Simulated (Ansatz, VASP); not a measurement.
**MgCdSe2: VASP beside Ansatz**

```
Mg Cd Se
1.0
     1.94344    1.12205    6.52746
    -1.94344    1.12205    6.52746
     0.00000   -2.24410    6.52746
Mg Cd Se
1 1 2
Direct
  0.00000 0.00000 0.00000
  0.50000 0.50000 0.50000
  0.25348 0.25348 0.25348
  0.74652 0.74652 0.74652
```

Change from the starting cell: epitaxial_xy strain -1.6%.

Alike in both runs: task single point; functional PBE; k mesh 8 × 8 × 8; occupations fermi-dirac, width 0.02 eV; no spin polarisation.

|  | VASP | Ansatz |
| --- | --- | --- |
| version | VASP 6.6.1 | Ansatz 0.2.0 |
| potentials or method | VASP PAW PBE potentials, release 64 (Mg, Cd, Se) | plane waves, PAW |
| plane-wave cutoff (eV) | 520 | 420 |
| valence electrons in the cell | 26 | 62 |

Ansatz gave:

| Item | Value |
| --- | --- |
| pressure (GPa) | 3.0 |
| traceless stress, the component that is largest in VASP (GPa) | -1.38 |
| rms of the force components (eV/Å) | 0.017 |

Q: Which values does VASP return?

A: Pressure (GPa): 3.1; traceless stress, the component that is largest in VASP (GPa): -1.36; rms of the force components (eV/Å): 0.035.

Atom by atom the forces differ by 0.018 eV/Å (rms over components). VASP's potentials hold 26 valence electrons a cell and Ansatz's 62, so a difference there can come from the potentials and not from the codes.
